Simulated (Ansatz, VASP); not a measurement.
## GaSb in VASP and in Ansatz

Contents of INCAR:

```
SYSTEM = GaSb
PREC = Accurate ; ENCUT = 520
EDIFF = 1E-6 ; ISMEAR = -1
SIGMA = 0.05 ; LREAL = .FALSE.
LASPH = .TRUE. ; NELM = 150
ALGO = Normal ; ISIF = 2
LWAVE = .FALSE. ; LCHARG = .FALSE.
MAGMOM = 0 0 0 0 0 0 ; LORBIT = 11
LSORBIT = .TRUE. ; GGA_COMPAT = .FALSE.
LORBMOM = .TRUE. ; GGA = PE
NBANDS = 30
```

Contents of KPOINTS:

```
Automatic mesh
0
G
  8 8 8
  0 0 0
```

The input POSCAR:

```
GaSb
1.0
    0.0000000000      3.1189956238      3.1189956238
    3.1189956238      0.0000000000      3.1189956238
    3.1189956238      3.1189956238      0.0000000000
Sb Ga
1 1
Direct
    0.7500000000      0.7500000000      0.7500000000
    0.0000000000      0.0000000000      0.0000000000
```

Contents of input.yaml:

```yaml
crystal:
  lattice:
    - [0.0, 3.1189956238, 3.1189956238]
    - [3.1189956238, 0.0, 3.1189956238]
    - [3.1189956238, 3.1189956238, 0.0]
  atoms:
    - { symbol: Sb, position: [0.75, 0.75, 0.75] }
    - { symbol: Ga, position: [0.0, 0.0, 0.0] }
hamiltonian:
  xc: pbe
  pseudopotentials: { kind: paw_fr }
magnetization:
  noncollinear: true
  spin_orbit: true
kpoints:
  mp_grid: { grid: [8, 8, 8] }
scf:
  occupations: { method: fermi_dirac, width: 0.05 }
output:
  forces: true
  stress: true
  eigenvalues: true
```

Alike in both runs: task single point; functional PBE; k mesh 8 × 8 × 8; occupations fermi-dirac, width 0.05 eV; non-collinear spin, spin-orbit coupling.

```csv
,VASP,Ansatz
version,VASP 6.6.1,Ansatz 0.2.0
potentials or method,"VASP PAW PBE potentials, release 64 (Sb, Ga_d)",Ansatz PAW
plane-wave cutoff (eV),520,420
valence electrons in the cell,18,28
```

```tsv
	VASP	Ansatz	Ansatz less VASP
pressure (GPa)	-0.4	-0.4	-0.07
net moment per atom (μB)	0.00	0.00	0.000
```

VASP's potentials hold 18 valence electrons a cell and Ansatz's 28, so a difference there can come from the potentials and not from the codes.
